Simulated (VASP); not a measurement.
Runs of VASP 6.6.1 on BaTiO3. Symmetry: P4mm, No. 99, tetragonal system. Conventional cell: a = 4.000 Å, b = 4.000 Å, c = 4.018 Å, α = 90.00°, β = 90.00°, γ = 90.00°. Within 3.7 Å of Ba (site symmetry 4mm) lie 12 O at 2.79 to 2.88 Å and 8 Ti at 3.45 to 3.49 Å. Ti (site symmetry 4mm) has 6 O at 1.89 to 2.13 Å within 2.5 Å. Within 2.5 Å of O (site symmetry 4mm) lie 2 Ti at 1.89 to 2.13 Å. O (site symmetry 2mm) has 2 Ti at 2.00 Å and 4 Ba at 2.79 to 2.88 Å and 8 O at 2.83 to 2.84 Å within 2.9 Å. 

```tsv
U	gap on the mesh (eV)	pressure (GPa)	largest force (eV/Å)
Ti d U = 7.0 eV	2.65	10.0	0.87
Ti d U = 1.0 eV	(b)	(c)	0.17
Ti d U = 5.0 eV	2.37	8.3	0.56
Ti d U = 3.0 eV	(a)	6.6	0.26
```

Alike in all rows: task single point; level PBE+U; potentials or basis VASP PAW PBE potentials, release 64 (Ba_sv, Ti_sv, O); no spin polarisation; cell as given; k mesh 4 × 4 × 4; cutoff (eV) 520; smearing gaussian 0.01 eV.

Q: Fill in the values left out.

A: (a) 2.11; (b) 1.87; (c) 5.0.

Caveats: the cell stands under pressure; spin-orbit coupling is left out, which moves the levels of the heavy elements.

A k mesh can miss the band edges, and the runs leave out spin-orbit coupling on Ba.
